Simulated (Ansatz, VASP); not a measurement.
## I in VASP and in Ansatz

```
I
1.0
    -1.68313    1.68313    1.68313
     1.68313   -1.68313    1.68313
     1.68313    1.68313   -1.68313
I
1
Direct
  0.00000 0.00000 0.00000
```

Change from the starting cell: volume scaled by 0.6, PAW files.

Alike in both runs: task single point; functional LDA; k mesh 13 × 13 × 13; occupations fermi-dirac, width 0.08 eV; no spin polarisation.

|  | VASP | Ansatz |
| --- | --- | --- |
| version | VASP 6.6.1 | Ansatz 0.2.0 |
| potentials or method | VASP PAW LDA potentials, release 64 (I) | PAW with Ansatz's default frozen-core files, scalar-relativistic |
| plane-wave cutoff (eV) | 520 | 420 |
| valence electrons in the cell | 7 | 17 |

Ansatz gave:

| Property | Result |
| --- | --- |
| pressure (GPa) | 66.7 |

Which values does VASP return?

Pressure (GPa): 66.8.

LDA's correlation is that of Perdew and Zunger in VASP and of Perdew and Wang (1992) in Ansatz. Both programs put the cell under a high pressure, so it lies far from rest at this level. VASP's potentials hold 7 valence electrons a cell and Ansatz's 17, so a difference there can come from the potentials and not from the codes.

Neither program's run includes spin-orbit coupling. Noted on VASP's run: the cell as given lies far from equilibrium.
